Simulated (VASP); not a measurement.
**Si2Mo: electric field gradients with PBE**

Crystal: Si2Mo.

```
Mo Si
1.0
     4.58547    0.00000    0.00000
    -2.29274    3.97113    0.00000
     0.00000    0.00000    6.57976
Mo Si
3 6
Direct
  0.50000 0.50000 0.83333
  0.00000 0.50000 0.16667
  0.50000 0.00000 0.50000
  0.16387 0.32775 0.50000
  0.67225 0.83613 0.16667
  0.83613 0.16387 0.83333
  0.83613 0.67225 0.50000
  0.32775 0.16387 0.16667
  0.16387 0.83613 0.83333
```

```json
{
  "Program": "VASP 6.6.1",
  "Task": "electric field gradients",
  "Functional": "PBE",
  "Potentials or basis": "VASP PAW PBE potentials, release 64 (Mo_sv, Si)",
  "Cutoff": "520 eV",
  "k mesh": "7 × 7 × 4",
  "Occupations": "fermi-dirac, width 0.05 eV",
  "Spin": "no spin polarisation",
  "Dipole correction": "no",
  "Further INCAR settings": "ALGO = Normal; EDIFF = 1e-08; NBANDS = 43"
}
```

```json
{"Pressure": "3.7 GPa", "Largest force": "0.005 eV/Å", "Band gap on the k mesh": "0.27 eV (least direct gap 0.63 eV)", "Largest electric field gradient by atom": "Mo -36.0; Si -16.6 V/Å²"}
```

Forces in eV/Å, atoms in the order of the input:
```
Mo   0.000  0.000  0.000
Mo   0.000  0.000  0.000
Mo   0.000  0.000  0.000
Si   0.000  0.005  0.000
Si  -0.005 -0.003  0.000
Si  -0.005  0.003  0.000
Si   0.000 -0.005  0.000
Si   0.005  0.003  0.000
Si   0.005 -0.003  0.000
```

Stress tensor (GPa, compression positive):
```
3.75 0.00 0.00
0.00 3.75 0.00
0.00 0.00 3.56
```

Levels at points of the mesh, in eV from the valence-band top:
| k point | band 30 | band 31 | band 32 | band 33 | band 34 | band 35 | band 36 | band 37 |
| --- | --- | --- | --- | --- | --- | --- | --- | --- |
| (0.00, 0.00, 0.00) | -2.92 | -2.65 | -2.00 | -0.72 | 2.09 | 2.46 | 2.46 | 2.56 |
| (0.00, 0.00, 0.50) | -2.21 | -1.99 | -0.63 | -0.63 | 1.94 | 2.37 | 2.37 | 2.39 |

Electric field gradients, principal values (V/Å²):
| atom | least | middle | greatest (by size) |
| --- | --- | --- | --- |
| 1 Mo | 14.744 | 21.288 | -36.032 |
| 2 Mo | 14.744 | 21.288 | -36.032 |
| 3 Mo | 14.744 | 21.287 | -36.032 |
| 4 Si | 1.714 | 14.927 | -16.640 |
| 5 Si | 1.714 | 14.927 | -16.640 |
| 6 Si | 1.714 | 14.927 | -16.641 |
| 7 Si | 1.714 | 14.927 | -16.640 |
| 8 Si | 1.714 | 14.927 | -16.640 |
| 9 Si | 1.714 | 14.927 | -16.641 |

It took 56 s on 1 thread of Intel(R) Xeon(R) 6975P-C (Granite Rapids), with other jobs on the host, peak memory 0.28 GiB.

Caveat: the cell stands under pressure; without QUAD_EFG the Cq values of the log hold for a quadrupole moment of 1 mb, not for the nuclei; an odd mesh through Γ misses points on the zone boundary, where band edges can lie.
